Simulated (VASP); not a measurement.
# Cd (P6/mmm) in VASP: further runs

Runs on Cd. Level: BLYP. Tasks: single point, relaxation of cell and atoms.

Program: VASP 6.6.1. These are calculated values, not measurements. Logs are shortened: lines on timing, memory, paths and dates and some standing lists are left out, and cuts for length are marked.

## Step 1: The cell of the first run

It takes space group P6/mmm (No. 191, hexagonal). The conventional cell has a = 5.546 Å, b = 5.546 Å, c = 3.208 Å, α = 90.00°, β = 90.00°, γ = 120.00°. Cd (site symmetry 6/mmm) has 14 Cd at 3.21 to 3.58 Å within 4.2 Å. Cd (site symmetry -6m2) has 11 Cd at 3.20 to 3.58 Å within 4.2 Å.

## Step 2: Single point, BLYP

The input, INCAR:

```
SYSTEM = Cd
PREC     = Accurate       ! precision mode
ENCUT    = 520            ! plane-wave cutoff, eV
EDIFF    = 1E-6           ! SCF threshold, eV
ISMEAR   = -1             ! smearing method
SIGMA    = 0.1            ! smearing width, eV
LREAL    = .FALSE.        ! projectors in reciprocal space
LASPH    = .TRUE.         ! aspherical terms in the spheres
NELM     = 60             ! most SCF steps
ALGO     = Normal         ! electronic algorithm
ISIF     = 2              ! what is computed and relaxed
LWAVE    = .FALSE.        ! write WAVECAR
LCHARG   = .FALSE.        ! write CHGCAR
GGA      = B5             ! functional
ALDAX    = 1.0          
AGGAX    = 1.0          
AGGAC    = 1.0          
ALDAC    = 0.0          
NBANDS   = 25             ! bands
```

The input, KPOINTS:

```
Automatic mesh
0
G
  9 9 13
  0 0 0
```

The input, POSCAR:

```
Cd
1.0
    5.5461525086      0.0000000000      0.0000000000
   -2.7730762543      4.8031089657      0.0000000000
    0.0000000000      0.0000000000      3.2082518583
Cd
3
Direct
    0.0000000000      0.0000000000      0.0000000000
    0.3333333333      0.6666666667      0.5000000000
    0.6666666667      0.3333333333      0.5000000000
```

Potentials or basis: VASP PAW PBE potentials, release 64 (Cd).

Launch:

```console
> cat potpaw_PBE.64/Cd/POTCAR > POTCAR
> mpirun -np 1 vasp_std > vasp.out
```

OUTCAR:

```text
SYSTEM = Cd
   PREC = Accurate
   ENCUT = 520
   EDIFF = 1E-6
   ISMEAR = -1
   LREAL = .FALSE.
   LASPH = .TRUE.
   NELM = 60
   ISIF = 2
   GGA = B5

 ion  position               nearest neighbor table
   1  0.000  0.000  0.000-   2 3.58   3 3.58   2 3.58   3 3.58   2 3.58   2 3.58   3 3.58   3 3.58
                             3 3.58   3 3.58   2 3.58   2 3.58
   2  0.333  0.667  0.500-   3 3.20   3 3.20   3 3.20   1 3.58   1 3.58   1 3.58   1 3.58   1 3.58
                             1 3.58
   3  0.667  0.333  0.500-   2 3.20   2 3.20   2 3.20   1 3.58   1 3.58   1 3.58   1 3.58   1 3.58
                             1 3.58

  LATTYP: Found a hexagonal cell.
 ALAT       =     5.5461525086
 C/A-ratio  =     0.5784644135

  Lattice vectors:

 A1 = (   5.5461525086,   0.0000000000,   0.0000000000)
 A2 = (  -2.7730762543,   4.8031089657,   0.0000000000)
 A3 = (   0.0000000000,   0.0000000000,   3.2082518583)

Analysis of symmetry for initial positions (statically):
=====================================================================
 Subroutine PRICEL returns:
 Original cell was already a primitive cell.

 Routine SETGRP: Setting up the symmetry group for a
 hexagonal supercell.

 Subroutine GETGRP returns: Found 24 space group operations
 (whereof 24 operations were pure point group operations)
 out of a pool of 24 trial point group operations.

The static configuration has the point symmetry D_6h.

Analysis of symmetry for dynamics (positions and initial velocities):
=====================================================================
 Subroutine PRICEL returns:
 Original cell was already a primitive cell.

 Routine SETGRP: Setting up the symmetry group for a
 hexagonal supercell.

 Subroutine GETGRP returns: Found 24 space group operations
 (whereof 24 operations were pure point group operations)
 out of a pool of 24 trial point group operations.

The dynamic configuration has the point symmetry D_6h.

 Subroutine INISYM returns: Found 24 space group operations
 (whereof 24 operations are pure point group operations),
 and found     1 'primitive' translations

----------------------------------------------------------------------------------------

                                     Primitive cell

  volume of cell :      85.4639

  direct lattice vectors                    reciprocal lattice vectors
     5.546152509  0.000000000  0.000000000     0.180305175  0.104099241  0.000000000
    -2.773076254  4.803108966  0.000000000     0.000000000  0.208198483  0.000000000
[... 80 lines left out ...]
   ICHARG =      2    charge: 1-file 2-atom 10-const
   ISPIN  =      1    spin polarized calculation?
   LNONCOLLINEAR =      F non collinear calculations
   LSORBIT =      F    spin-orbit coupling
   LASPH  =      T    aspherical Exc in radial PAW
   ENCUT  =  520.0 eV  38.22 Ry    6.18 a.u.  10.31 10.31  5.97*2*pi/ulx,y,z
   NELM   =     60;   NELMIN=  2; NELMDL= -5     # of ELM steps
   EDIFF  = 0.1E-05   stopping-criterion for ELM
   LREAL  =      F    real-space projection
   EDIFFG = 0.1E-04   stopping-criterion for IOM
   NSW    =      0    number of steps for IOM
   IBRION =     -1    ionic relax: 0-MD 1-quasi-New 2-CG
   NFREE  =      0    steps in history (QN), initial steepest desc. (CG)
   ISIF   =      2    stress and relaxation
   ISYM   =      2    0-nonsym 1-usesym 2-fastsym
   POTIM  = 0.5000    time-step for ionic-motion
   TEBEG  =    0.0;   TEEND  =   0.0 temperature during run
   PSTRESS=    0.0 pullay stress
   NELECT =      36.0000    total number of electrons
   NUPDOWN=      -1.0000    fix difference up-down
   EMIN   =  10.00;   EMAX   =-10.00  energy-range for DOS
   EFERMI =   0.00;   METHOD = LEGACY
   ISMEAR =    -1;   SIGMA  =   0.10  broadening in eV -4-tet -1-fermi 0-gaus
   EFERMI_NEDOS =   21; number of points for ismear=-14 and -15
   IALGO  =     38    algorithm
   IMIX   =      4    mixing-type and parameters
     AMIX     =   0.40;   BMIX     =  1.00
     AMIX_MAG =   1.60;   BMIX_MAG =  1.00
  volume/ion in A,a.u.               =      28.49       192.25
  Fermi-wavevector in a.u.,A,eV,Ry     =   1.227198  2.319069 20.490589  1.506016
  Thomas-Fermi vector in A             =   2.362171
   LORBIT       =      0    0 simple, 1 ext, 2 COOP (PROOUT), +10 PAW based schemes
   GGA     = B5    functional components
   LHFCALC =     F    Hartree Fock is set to
   AEXX    =    0.0000 exact exchange contribution
   IVDW    =     0    specifies the selected vdW correction
   LEPSILON=     F    determine dielectric tensor
   LRPA    =     F    only Hartree local field effects (RPA)
 non-spin polarized calculation
  energy-cutoff  :      520.00
  volume of cell :       85.46
 maximum number of plane-waves:      2334
 NGX is ok and might be reduce to    42
   NGX = 21   NGY = 21   NGZ = 11

 number of electron      35.9999980 magnetization

 Free energy of the ion-electron system (eV)
  ---------------------------------------------------
  ext. energy  EPLUGINS =         0.00000000
  ---------------------------------------------------
  free energy    TOTEN  =        -0.35048915 eV

  energy without entropy =       -0.31173321  energy(sigma->0) =       -0.33111118

 E-fermi :   1.5747     XC(G=0):  -9.0866

 val. band max:        1.5360474245   @ k =   0.1111   0.0000   0.3077
 cond. band min:       1.6053921668   @ k =   0.2222   0.0000   0.1538
 fundamental gap:      0.0693447423
 Fermi energy:         1.5747251567

 k-point     1 :       0.0000    0.0000    0.0000
  band No.  band energies     occupation
      1      -7.4526      2.00000
      2      -7.1851      2.00000
      3      -7.1695      2.00000
      4      -7.0264      2.00000
      5      -7.0264      2.00000
      6      -6.8943      2.00000
[... 661 lines left out ...]
     24      10.2402      0.00000
     25      10.7811      0.00000

 [... further k-points ...]
[... 5 lines left out ...]
  --------------------------------------------------------------------------------------
  -------------------------------------------------------------------------------------
  Total        0.0665224      0.0665224      0.0481067      0.0000000      0.0000000      0.0000000
  in kB        1.2470840      1.2470840      0.9018482      0.0000000      0.0000000      0.0000000
  external PRESSURE =       1.1320054 kB  Pullay stress =       0.0000000 kB

 VOLUME and BASIS-vectors are now :
 -----------------------------------------------------------------------------
  energy-cutoff  :      520.00
  volume of cell :       85.46
      direct lattice vectors                 reciprocal lattice vectors
     5.546152509  0.000000000  0.000000000     0.180305175  0.104099241  0.000000000
    -2.773076254  4.803108966  0.000000000     0.000000000  0.208198483  0.000000000
     0.000000000  0.000000000  3.208251858     0.000000000  0.000000000  0.311696227

 POSITION                                       TOTAL-FORCE (eV/Angst)
 -----------------------------------------------------------------------------------
      0.00000      0.00000      0.00000         0.000000      0.000000      0.000000
     -0.00000      3.20207      1.60413        -0.000000     -0.000000     -0.000000
      2.77308      1.60104      1.60413         0.000000      0.000000      0.000000
 -----------------------------------------------------------------------------------
    total drift:                               -0.000000      0.000000     -0.000000

  FREE ENERGIE OF THE ION-ELECTRON SYSTEM (eV)
  ---------------------------------------------------
  free  energy   TOTEN  =        -0.3504891501 eV

  energy  without entropy=       -0.3117332111  energy(sigma->0) =       -0.33111118
```

stdout:

```text
POSCAR found type information on POSCAR Cd
 POSCAR found :  1 types and       3 ions
 scaLAPACK will be used
 -----------------------------------------------------------------------------
|                                                                             |
|                                                                             |
|     You enforced a specific xc type in the INCAR file but a different       |
|     I HOPE YOU KNOW WHAT YOU ARE DOING!                                     |
|                                                                             |
 -----------------------------------------------------------------------------

 LDA part: xc-table for (Slater(with rela. corr.)+VWN5), standard interpolation
 POSCAR, INCAR and KPOINTS ok, starting setup
 FFT: planning ... GRIDC
 FFT: planning ... GRID_SOFT
 FFT: planning ... GRID
 WAVECAR not read
 entering main loop
```

Wall time 1.8 min (1 thread of Intel Xeon 6975P-C, shared host); peak memory 0.28 GiB.

Results:

- Free energy: -0.3505 eV
- Pressure: 0.1 GPa
- Band gap on the k mesh: zero (band 18 reaches 4.15 eV, above the bottom of band 19 at 0.48 eV)

Levels at points of the mesh, in eV from the Fermi level:
```tsv
k point	band 14	band 15	band 16	band 17	band 18	band 19	band 20	band 21	band 22	band 23
(0.00, 0.00, 0.00)	-8.12	-8.12	-6.97	-0.64	-0.49	1.03	1.03	1.08	1.08	7.77
```

Caveat: the PAW data sets were made with another functional, which shifts forces and pressure a little.

(Continued in part 2 of 2.)
